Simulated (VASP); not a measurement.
A run of VASP 6.6.1 is set up as follows.

INCAR

```
SYSTEM = BaTiO3
PREC = Accurate
ENCUT = 600
EDIFF = 1E-6
ISMEAR = 0
SIGMA = 0.02
LREAL = .FALSE.
LASPH = .TRUE.
NELM = 60
ALGO = Normal
ISIF = 4
LWAVE = .FALSE.
LCHARG = .FALSE.
GGA = PE
IBRION = 2
NSW = 50
EDIFFG = -0.01
```

KPOINTS

```
regular mesh
0
G
  6 6 6
  0 0 0
```

Contents of POSCAR:

```
BaTiO3
1.0
    2.8915390014      1.6694308208      2.3798337075
   -2.8915390014      1.6694308208      2.3798337075
    0.0000000000     -3.3388616417      2.3798337075
Ba Ti O
1 1 3
Direct
   -0.0054008877     -0.0054008877     -0.0054008877
    0.4803547819      0.4803547819      0.4803547819
    0.5112004289      0.5112004289      0.0218452480
    0.0218452480      0.5112004289      0.5112004289
    0.5112004289      0.0218452480      0.5112004289
```

Potentials or basis: VASP PAW PBE potentials, release 64 (Ba_sv, Ti_sv, O).

The run is started by

```sh
$ cat potpaw_PBE.64/Ba_sv/POTCAR potpaw_PBE.64/Ti_sv/POTCAR potpaw_PBE.64/O/POTCAR > POTCAR
$ mpirun -np 1 vasp_std > vasp.out
```

(1) What does it give for the band gap on the k mesh?

## Answers

(1) 2.69 eV (least direct gap 3.28 eV).

Caveat: spin-orbit coupling is left out, which moves the levels of the heavy elements.
